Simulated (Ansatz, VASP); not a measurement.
# BeS in VASP and in Ansatz

File INCAR:

```
SYSTEM = BeS
PREC     = Accurate       ! precision mode
ENCUT    = 600            ! plane-wave cutoff, eV
EDIFF    = 1E-6           ! SCF threshold, eV
ISMEAR   = 0              ! smearing method
SIGMA    = 0.02           ! smearing width, eV
LREAL    = .False.        ! projectors in reciprocal space
LASPH    = .True.         ! aspherical terms in the spheres
NELM     = 120            ! most SCF steps
ALGO     = Normal         ! electronic algorithm
ISIF     = 2              ! what is computed and relaxed
LWAVE    = .False.        ! write WAVECAR
LCHARG   = .False.        ! write CHGCAR
GGA      = PE             ! functional
NBANDS   = 11             ! bands
GGA_COMPAT= .False.
```

Contents of KPOINTS:

```
Automatic mesh
0
Gamma
  8 8 8
  0 0 0
```

The input POSCAR:

```
BeS
1.0
    0.0000000000      2.4200000000      2.4200000000
    2.4200000000      0.0000000000      2.4200000000
    2.4200000000      2.4200000000      0.0000000000
Be S
1 1
Direct
    0.0000000000      0.0000000000      0.0000000000
    0.2500000000      0.2500000000      0.2500000000
```

Input for Ansatz:

```yaml
crystal:
  lattice:
    - [0.0, 2.42, 2.42]
    - [2.42, 0.0, 2.42]
    - [2.42, 2.42, 0.0]
  atoms:
    - { symbol: Be, position: [0.0, 0.0, 0.0] }
    - { symbol: S, position: [0.25, 0.25, 0.25] }
basis:
  ecutwfc: 420
kpoints:
  mp_grid: { grid: [8, 8, 8] }
hamiltonian:
  xc: pbe
  pseudopotentials: { kind: paw, azcp: { folder: soft_1 } }
scf:
  occupations: { method: gaussian, width: 0.02 }
output:
  forces: true
  stress: true
  eigenvalues: true
```

Alike in both runs: task single point; functional PBE; k mesh 8 × 8 × 8; occupations gaussian, width 0.02 eV; no spin polarisation.

|  | VASP | Ansatz |
| --- | --- | --- |
| version | VASP 6.6.1 | Ansatz 0.2.0 |
| potentials or method | VASP PAW PBE potentials, release 64 (Be, S), cutoff 600 eV | scalar-relativistic, plane waves, PAW |
| valence electrons in the cell | 8 | 8 |

Ansatz gave:

```
gap on the k mesh at the Fermi level (eV) : 3.10
least direct gap on the mesh (eV)         : 5.65
pressure (GPa)                            : 2.1
```

Task: Which values does VASP return?

Result: gap on the k mesh at the Fermi level (eV): 3.10; least direct gap on the mesh (eV): 5.67; pressure (GPa): 2.2.
